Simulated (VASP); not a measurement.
# Te (P6_3/mmc) in VASP: notebook

The runs below take Te through relaxation of cell and atoms, single point, with PBE.

Program: VASP 6.6.1. These are calculated values, not measurements. Logs are shortened: lines on timing, memory, paths and dates and some standing lists are left out, and cuts for length are marked.

## (1) The cell of the first run

The structure is hexagonal, space group P6_3/mmc (No. 194). Conventional cell: a = 3.302 Å, b = 3.302 Å, c = 5.350 Å, α = 90.00°, β = 90.00°, γ = 120.00°. Te (site symmetry -6m2) has 12 Te at 3.28 to 3.30 Å within 4.3 Å.

## (2) Relaxation of cell and atoms, PBE, target pressure 9 GPa, at which the enthalpy is minimised

INCAR

```
SYSTEM = Te
  ALGO = Normal
  EDIFF = 1E-7
  EDIFFG = -0.005
  ENCUT = 600
  GGA = PE
  IBRION = 2
  ISIF = 3
  ISMEAR = -1
  LASPH = .True.
  LCHARG = .False.
  LREAL = .False.
  LWAVE = .False.
  NELM = 60
  NSW = 60
  PREC = Accurate
  PSTRESS = 90.0
  SIGMA = 0.1
```

KPOINTS

```
k-points
0
Gamma
  13 13 7
  0 0 0
```

POSCAR

```
Te
1.0
    3.3022018239      0.0000000000      0.0000000000
   -1.6511009119      2.8597906679      0.0000000000
    0.0000000000      0.0000000000      5.3495669547
Te
2
Direct
    0.3333333333      0.6666666667      0.2500000000
    0.6666666667      0.3333333333      0.7500000000
```

Potentials or basis: VASP PAW PBE potentials, release 64 (Te).

Command:

```
$ cat potpaw_PBE.64/Te/POTCAR > POTCAR
$ mpirun -np 1 vasp_std > vasp.out
```

OUTCAR:

```text
SYSTEM = Te
   EDIFF = 1E-7
   EDIFFG = -0.005
   ENCUT = 600
   GGA = PE
   IBRION = 2
   ISIF = 3
   ISMEAR = -1
   LASPH = .True.
   LREAL = .False.
   NELM = 60
   NSW = 60
   PREC = Accurate
   PSTRESS = 90.0

 ion  position               nearest neighbor table
   1  0.333  0.667  0.250-   2 3.28   2 3.28   2 3.28   2 3.28   2 3.28   2 3.28
   2  0.667  0.333  0.750-   1 3.28   1 3.28   1 3.28   1 3.28   1 3.28   1 3.28

  LATTYP: Found a hexagonal cell.
 ALAT       =     3.3022018239
 C/A-ratio  =     1.6200000000

  Lattice vectors:

 A1 = (   3.3022018239,   0.0000000000,   0.0000000000)
 A2 = (  -1.6511009119,   2.8597906679,   0.0000000000)
 A3 = (   0.0000000000,   0.0000000000,   5.3495669547)

Analysis of symmetry for initial positions (statically):
=====================================================================
 Subroutine PRICEL returns:
 Original cell was already a primitive cell.

 Routine SETGRP: Setting up the symmetry group for a
 hexagonal supercell.

 Subroutine GETGRP returns: Found 24 space group operations
 (whereof 12 operations were pure point group operations)
 out of a pool of 24 trial point group operations.

The static configuration has the point symmetry D_3d.
 The point group associated with its full space group is D_6h.

Analysis of symmetry for dynamics (positions and initial velocities):
=====================================================================
 Subroutine PRICEL returns:
 Original cell was already a primitive cell.

 Routine SETGRP: Setting up the symmetry group for a
 hexagonal supercell.

 Subroutine GETGRP returns: Found 24 space group operations
 (whereof 12 operations were pure point group operations)
 out of a pool of 24 trial point group operations.

The dynamic configuration has the point symmetry D_3d.
 The point group associated with its full space group is D_6h.

 Subroutine INISYM returns: Found 24 space group operations
 (whereof 12 operations are pure point group operations),
 and found     1 'primitive' translations

----------------------------------------------------------------------------------------

                                     Primitive cell

  volume of cell :      50.5192

  direct lattice vectors                    reciprocal lattice vectors
     3.302201824  0.000000000  0.000000000     0.302828250  0.174837972  0.000000000
    -1.651100912  2.859790668  0.000000000     0.000000000  0.349675943  0.000000000
     0.000000000  0.000000000  5.349566955     0.000000000  0.000000000  0.186931019

  length of vectors
     3.302201824  3.302201824  5.349566955     0.349675943  0.349675943  0.186931019

  position of ions in fractional coordinates (direct lattice)
     0.333333333  0.666666667  0.250000000
     0.666666667  0.333333333  0.750000000

  ion indices of the primitive-cell ions
   primitive index   ion index
                 1           1
                 2           2

----------------------------------------------------------------------------------------

 KPOINTS: k-points

Automatic generation of k-mesh.
 Grid dimensions read from file:
 generate k-points for:   13   13    7

 Generating k-lattice:

  Cartesian coordinates                     Fractional coordinates (reciprocal lattice)
     0.023294481  0.013449075  0.000000000     0.076923077 -0.000000000  0.000000000
     0.000000000  0.026898149  0.000000000     0.000000000  0.076923077  0.000000000
     0.000000000  0.000000000  0.026704431     0.000000000  0.000000000  0.142857143

  Length of vectors
     0.026898149  0.026898149  0.026704431

  Shift w.r.t. Gamma in fractional coordinates (k-lattice)
     0.000000000  0.000000000  0.000000000

 Subroutine IBZKPT returns following result:
 ===========================================

 Found     84 irreducible k-points:

 Following reciprocal coordinates:
            Coordinates               Weight
  0.000000  0.000000  0.000000      1.000000
  0.076923  0.000000  0.000000      6.000000
  0.153846  0.000000  0.000000      6.000000
  0.230769 -0.000000  0.000000      6.000000
  0.307692  0.000000  0.000000      6.000000
  0.384615 -0.000000  0.000000      6.000000
[... 16 lines left out ...]
  0.076923  0.000000  0.142857     12.000000
  0.153846  0.000000  0.142857     12.000000
 [... further k-points ...]
   k-points           NKPTS =     84   k-points in BZ     NKDIM =     84   number of bands    NBANDS=     10
   number of dos      NEDOS =    301   number of ions     NIONS =      2
   total plane-waves  NPLWV =  37632
   dimension x,y,z NGX =    28 NGY =   28 NGZ =   48
   dimension x,y,z NGXF=    56 NGYF=   56 NGZF=   96
   ions per type =               2
   NGX,Y,Z   is equivalent  to a cutoff of  14.10, 14.10, 14.92 a.u.
   NGXF,Y,Z  is equivalent  to a cutoff of  28.19, 28.19, 29.83 a.u.
 SYSTEM =  Te
   PREC   = accura    normal or accurate (medium, high low for compatibility)
   ISTART =      0    job   : 0-new  1-cont  2-samecut
   ICHARG =      2    charge: 1-file 2-atom 10-const
   ISPIN  =      1    spin polarized calculation?
   LNONCOLLINEAR =      F non collinear calculations
   LSORBIT =      F    spin-orbit coupling
   LASPH  =      T    aspherical Exc in radial PAW
   ENCUT  =  600.0 eV  44.10 Ry    6.64 a.u.   6.60  6.60 10.68*2*pi/ulx,y,z
   NELM   =     60;   NELMIN=  2; NELMDL= -5     # of ELM steps
   EDIFF  = 0.1E-06   stopping-criterion for ELM
   LREAL  =      F    real-space projection
   EDIFFG = -.5E-02   stopping-criterion for IOM
   NSW    =     60    number of steps for IOM
   IBRION =      2    ionic relax: 0-MD 1-quasi-New 2-CG
   NFREE  =      1    steps in history (QN), initial steepest desc. (CG)
   ISIF   =      3    stress and relaxation
   ISYM   =      2    0-nonsym 1-usesym 2-fastsym
   POTIM  = 0.5000    time-step for ionic-motion
   TEBEG  =    0.0;   TEEND  =   0.0 temperature during run
   PSTRESS=   90.0 pullay stress
   NELECT =      12.0000    total number of electrons
   NUPDOWN=      -1.0000    fix difference up-down
   EMIN   =  10.00;   EMAX   =-10.00  energy-range for DOS
   EFERMI =   0.00;   METHOD = LEGACY
   ISMEAR =    -1;   SIGMA  =   0.10  broadening in eV -4-tet -1-fermi 0-gaus
   EFERMI_NEDOS =   21; number of points for ismear=-14 and -15
   IALGO  =     38    algorithm
   IMIX   =      4    mixing-type and parameters
     AMIX     =   0.40;   BMIX     =  1.00
     AMIX_MAG =   1.60;   BMIX_MAG =  1.00
  volume/ion in A,a.u.               =      25.26       170.46
  Fermi-wavevector in a.u.,A,eV,Ry     =   1.013872  1.915940 13.985921  1.027936
  Thomas-Fermi vector in A             =   2.147066
   LORBIT       =      0    0 simple, 1 ext, 2 COOP (PROOUT), +10 PAW based schemes
   GGA     = PE    functional components
   LHFCALC =     F    Hartree Fock is set to
   AEXX    =    0.0000 exact exchange contribution
   IVDW    =     0    specifies the selected vdW correction
   LEPSILON=     F    determine dielectric tensor
   LRPA    =     F    only Hartree local field effects (RPA)
 conjugate gradient relaxation of ions
 non-spin polarized calculation
  energy-cutoff  :      600.00
  volume of cell :       50.52
 maximum number of plane-waves:      1737
 NGX is ok and might be reduce to    28
   NGX = 13   NGY = 13   NGZ = 21

--------------------------------------- Ionic step        1  -------------------------------------------

 number of electron      12.0000000 magnetization

 Free energy of the ion-electron system (eV)
  ---------------------------------------------------
  ext. energy  EPLUGINS =         0.00000000
  ---------------------------------------------------
  free energy    TOTEN  =        -5.35683299 eV

  energy without entropy =       -5.30428720  energy(sigma->0) =       -5.33056009

------------------------ aborting loop because EDIFF is reached ----------------------------------------

  FORCE on cell =-STRESS in cart. coord.  units (eV):
  Direction    XX          YY          ZZ          XY          YZ          ZX
  --------------------------------------------------------------------------------------
  -------------------------------------------------------------------------------------
  Total        3.3029165      3.3029165      1.1450168      0.0000000     -0.0000000     -0.0000000
  in kB      104.7494350    104.7494350     36.3133208      0.0000000     -0.0000000     -0.0000000
  external PRESSURE =      -8.0626031 kB  Pullay stress =      90.0000000 kB
[... 97 lines left out ...]
  energy  without entropy=       -5.3061102911  energy(sigma->0) =       -5.32867153

  enthalpy is  TOTEN    =        -2.5967074535 eV   P V=        2.7545253073

 E-fermi :  10.0224     XC(G=0): -10.6775

 val. band max:       10.0141224695   @ k =   0.2308   0.2308   0.2857
 cond. band min:      10.0231884304   @ k =   0.0769   0.0769   0.4286
 fundamental gap:      0.0090659609
 Fermi energy:        10.0223717688

 k-point     1 :       0.0000    0.0000    0.0000
  band No.  band energies     occupation
      1      -5.3097      2.00000
      2       0.5675      2.00000
      3       3.3097      2.00000
      4       9.6214      1.96435
      5       9.6214      1.96435
      6      12.2263      0.00000
      7      12.2263      0.00000
      8      14.2131      0.00000
      9      15.1228      0.00000
     10      17.1988      0.00000
[... 287 lines left out ...]
 k-point    24 :       0.1538    0.0000    0.1429
  band No.  band energies     occupation
      1      -4.8166      2.00000
      2      -0.1485      2.00000
      3       4.6102      2.00000
      4       7.8278      2.00000
      5       8.9412      1.99996
      6      10.6984      0.00231
      7      12.4276      0.00000
      8      13.3580      0.00000
      9      15.5626      0.00000
     10      17.1311      0.00000

 [... further k-points ...]

[... ionic steps 4 to 12 ...]

--------------------------------------- Ionic step       13  -------------------------------------------

 number of electron      11.9999999 magnetization

------------------------ aborting loop because EDIFF is reached ----------------------------------------
[... 71 lines left out ...]
--------------------------------------- Ionic step       15  -------------------------------------------

 number of electron      11.9999999 magnetization

 Free energy of the ion-electron system (eV)
  ---------------------------------------------------
  ext. energy  EPLUGINS =         0.00000000
  ---------------------------------------------------
  free energy    TOTEN  =        -5.71923253 eV

  energy without entropy =       -5.68612051  energy(sigma->0) =       -5.70267652

 E-fermi :   9.0773     XC(G=0): -10.3513

 val. band max:        9.0715962515   @ k =   0.2308  -0.0000   0.4286
 cond. band min:       9.1038864344   @ k =   0.1538   0.0769   0.1429
 fundamental gap:      0.0322901829
 Fermi energy:         9.0773146601

 k-point     1 :       0.0000    0.0000    0.0000
  band No.  band energies     occupation
      1      -5.7755      2.00000
      2       0.1548      2.00000
      3       3.0902      2.00000
      4       7.9781      1.99997
      5       7.9781      1.99997
      6      10.7176      0.00000
      7      10.7176      0.00000
      8      12.5900      0.00000
      9      13.6085      0.00000
     10      15.7322      0.00000
[... 287 lines left out ...]
 k-point    24 :       0.1538    0.0000    0.1429
  band No.  band energies     occupation
      1      -5.3217      2.00000
      2      -0.6361      2.00000
      3       4.1278      2.00000
      4       6.8187      2.00000
      5       7.4479      2.00000
      6       9.4503      0.04688
      7      10.9831      0.00000
      8      12.0452      0.00000
      9      14.0844      0.00000
     10      15.6277      0.00000

 [... further k-points ...]
[... 5 lines left out ...]
  --------------------------------------------------------------------------------------
  -------------------------------------------------------------------------------------
  Total        2.9658590      2.9658590      2.9651135      0.0000000      0.0000000      0.0000000
  in kB       90.0169149     90.0169149     89.9942874      0.0000000      0.0000000      0.0000000
  external PRESSURE =       0.0093724 kB  Pullay stress =      90.0000000 kB
[... 21 lines left out ...]
  energy  without entropy=       -5.6861205063  energy(sigma->0) =       -5.70267652

  enthalpy is  TOTEN    =        -2.7539308533 eV   P V=        2.9653016775

 reached required accuracy - stopping structural energy minimisation
```

It took 3.9 min on 1 thread of AMD EPYC 9R45 (Zen 5), shared host; peak memory 0.21 GiB.

Results:

* Free energy: -5.7192 eV
* Relaxed volume: 26.39 Å³/atom
* Relaxed cell: a = 3.687 Å, b = 3.687 Å, c = 4.484 Å, α = 90.00°, β = 90.00°, γ = 120.00°
* Space group after relaxing (to 0.05 Å): P6_3/mmc (No. 194)
* Energy change on relaxing (the enthalpy is what falls): -181.2 meV/atom
* Ionic steps: 15
* Pressure after relaxing: 9.0 GPa
* Band gap on the k mesh: zero (band 6 reaches 10.72 eV, above the bottom of band 7 at 7.38 eV)

Step by step:
| step | energy change (eV) | largest force (eV/Å) | pressure (GPa) | volume (Å³) |
| --- | --- | --- | --- | --- |
| 1 | 0.0000 | 0.0000 | 8.19 | 50.52 |
| 2 | -0.0094 | 0.0000 | 10.11 | 49.55 |
| 3 | 0.0056 | 0.0000 | 11.46 | 49.04 |
| 4 | 0.0659 | 0.0000 | 14.84 | 47.95 |
| 5 | 0.0195 | 0.0000 | 14.35 | 48.34 |
| 6 | -0.1138 | 0.0000 | 13.41 | 49.47 |
| 7 | -0.2340 | 0.0000 | 13.43 | 51.39 |
| 8 | -0.2190 | 0.0000 | 13.15 | 50.71 |
| 9 | -0.3112 | 0.0000 | 10.36 | 51.94 |
| 10 | -0.3484 | 0.0000 | 9.09 | 52.55 |
| 11 | -0.3463 | 0.0000 | 9.16 | 52.52 |
| 12 | -0.3489 | 0.0000 | 9.14 | 52.56 |
| 13 | -0.3563 | 0.0000 | 9.06 | 52.68 |
| 14 | -0.3700 | 0.0000 | 8.92 | 52.93 |
| 15 | -0.3624 | 0.0000 | 9.00 | 52.79 |

Final structure:
```
Te
1.0
     3.68716    0.00000    0.00000
    -1.84358    3.19317    0.00000
     0.00000    0.00000    4.48356
Te
2
Direct
  0.33333 0.66667 0.25000
  0.66667 0.33333 0.75000
```

Caveat: the cell is relaxed towards a set pressure, so the enthalpy falls and the energy may rise; spin-orbit coupling is left out, which moves the levels of the heavy elements.

## (3) Single point, PBE

This run uses another cell than the first one, of 26.42 Å³/atom, 1.046 times its volume.

INCAR

```
SYSTEM = Te
ALGO     = Normal         ! electronic algorithm
EDIFF    = 1E-6           ! SCF threshold, eV
ENCUT    = 520            ! plane-wave cutoff, eV
GGA      = PE             ! functional
ISIF     = 2              ! what is computed and relaxed
ISMEAR   = -1             ! smearing method
LASPH    = .TRUE.         ! aspherical terms in the spheres
LCHARG   = .TRUE.         ! write CHGCAR
LELF     = .TRUE.         ! ELF
LREAL    = .FALSE.        ! projectors in reciprocal space
LVHAR    = .TRUE.       
LWAVE    = .FALSE.        ! write WAVECAR
NBANDS   = 13             ! bands
NELM     = 100            ! most SCF steps
PREC     = Accurate       ! precision mode
SIGMA    = 0.1            ! smearing width, eV
```

KPOINTS

```
k-points
0
G
  13 13 7
  0 0 0
```

POSCAR

```
Te
1.0
    3.6887586414      0.0000000000      0.0000000000
   -1.8443793207      3.1945586919      0.0000000000
    0.0000000000      0.0000000000      4.4832953113
Te
2
Direct
    0.3333333333      0.6666666667      0.2500000000
    0.6666666667      0.3333333333      0.7500000000
```

Potentials or basis: VASP PAW PBE potentials, release 64 (Te).

Command:

```
$ cat potpaw_PBE.64/Te/POTCAR > POTCAR
$ mpirun -np 1 vasp_std > vasp.out
```

It took 25 s on 1 thread of Intel Xeon Platinum 8559C (Emerald Rapids), shared host; peak memory 0.2 GiB.

It converged, with:

* Free energy: -5.7218 eV
* Pressure: 8.9 GPa
* Band gap on the k mesh: zero (band 6 reaches 10.70 eV, above the bottom of band 7 at 7.38 eV)

Levels at points of the mesh, in eV from the Fermi level:
```csv
k point,band 3,band 4,band 5,band 6,band 7,band 8,band 9,band 10
"(0.00, 0.00, 0.00)",-5.98,-1.10,-1.10,1.64,1.64,3.51,4.53,6.65
```

Caveat: spin-orbit coupling is left out, which moves the levels of the heavy elements.

## (4) Single point, PBE

This run uses another cell than the first one, of 26.43 Å³/atom, 1.046 times its volume.

INCAR

```
SYSTEM = Te
ALGO = Normal
EDIFF = 1E-6
ENCUT = 520
GGA = PE
ISIF = 2
ISMEAR = -1
LASPH = .TRUE.
LCHARG = .TRUE.
LELF = .TRUE.
LREAL = .FALSE.
LVHAR = .TRUE.
LWAVE = .FALSE.
NBANDS = 13
NELM = 80
PREC = Accurate
SIGMA = 0.1
```

KPOINTS is that of step 3.

POSCAR

```
Te
1.0
    3.6898315864      0.0000000000      0.0000000000
   -1.8449157932      3.1954878895      0.0000000000
    0.0000000000      0.0000000000      4.4828608215
Te
2
Direct
    0.3333333333      0.6666666667      0.2500000000
    0.6666666667      0.3333333333      0.7500000000
```

Command:

```
$ cat potpaw_PBE.64/Te/POTCAR > POTCAR
$ mpirun -np 1 vasp_std > vasp.out
```

Run time: 19 s. Hardware: 1 thread of Intel Xeon Platinum 8559C (Emerald Rapids), shared host; peak memory 0.2 GiB.

The run converged. Its results:

- Free energy: -5.7233 eV
- Pressure: 8.9 GPa
- Band gap on the k mesh: zero (band 6 reaches 10.69 eV, above the bottom of band 7 at 7.37 eV)

Levels at points of the mesh, in eV from the Fermi level:
```csv
k point,band 4,band 5,band 6,band 7,band 8,band 9
"(0.00, 0.00, 0.00)",-1.11,-1.11,1.63,1.63,3.51,4.52
```

Caveat: spin-orbit coupling is left out, which moves the levels of the heavy elements.

## (5) Overview

```csv
task,cell,cutoff (eV),gap on the mesh (eV),pressure (GPa)
relaxation of cell and atoms,"relaxed to 9 GPa from a = 3.302, b = 3.302, c = 5.350 Å, angles 90.0, 90.0, 120.0°, 2 atoms",600,none,9.0
single point,"a = 3.689, b = 3.689, c = 4.483 Å, angles 90.0, 90.0, 120.0°, 2 atoms",520,none,8.9
single point,"a = 3.690, b = 3.690, c = 4.483 Å, angles 90.0, 90.0, 120.0°, 2 atoms",520,none,8.9
```

Alike in all rows: level PBE; potentials or basis VASP PAW PBE potentials, release 64 (Te); no spin polarisation; k mesh 13 × 13 × 7; smearing fermi-dirac 0.1 eV.

Caveats: spin-orbit coupling is left out, which moves the levels of the heavy elements; the cell is relaxed towards a set pressure, so the enthalpy falls and the energy may rise (some runs).

Absolute energies hang on the potentials; compare differences alone.
